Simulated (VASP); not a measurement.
YNi2B2C, 6 atoms in the cell. It takes space group I4/mmm (No. 139, tetragonal). Conventional cell: a = 3.434 Å, b = 3.434 Å, c = 10.098 Å, α = 90.00°, β = 90.00°, γ = 90.00°. Within 3.2 Å of Y (site symmetry 4/mmm) lie 4 C at 2.43 Å and 8 B at 2.84 Å and 8 Ni at 3.05 Å. Within 2.7 Å of Ni (site symmetry -4m2) lie 4 B at 2.01 Å and 4 Ni at 2.43 Å. B (site symmetry 4mm) has 1 C at 1.47 Å and 4 Ni at 2.01 Å within 2.1 Å. Within 2.0 Å of C (site symmetry 4/mmm) lie 2 B at 1.47 Å. 

* Program: VASP 6.6.1
* Task: single point
* Functional: PBEsol
* Potentials or basis: VASP PAW PBE potentials, release 64 (Y_sv, Ni, B, C)
* Cutoff: 520 eV
* k mesh: 14 × 14 × 14
* Occupations: gaussian, width 0.1 eV
* Spin: no spin polarisation
* Dipole correction: no
* Further INCAR settings: ALGO = Normal; EDIFF = 1e-06; NBANDS = 30

Potentials or basis: VASP PAW PBE potentials, release 64 (Y_sv, Ni, B, C).

The run is started by

```bash
$ cat potpaw_PBE.64/Y_sv/POTCAR potpaw_PBE.64/Ni/POTCAR potpaw_PBE.64/B/POTCAR potpaw_PBE.64/C/POTCAR > POTCAR
$ mpirun -np 1 vasp_std > vasp.out
```

Hardware: 1 thread of AMD EPYC 9R45 96-Core Processor (Zen 5), on a shared host.

Task: How long does it take, and how much memory?

Result: Wall time 10 min on 1 thread of AMD EPYC 9R45 96-Core Processor (Zen 5), with other jobs on the host, peak memory 0.61 GiB. Counts: scf iterations 18, k points 244.
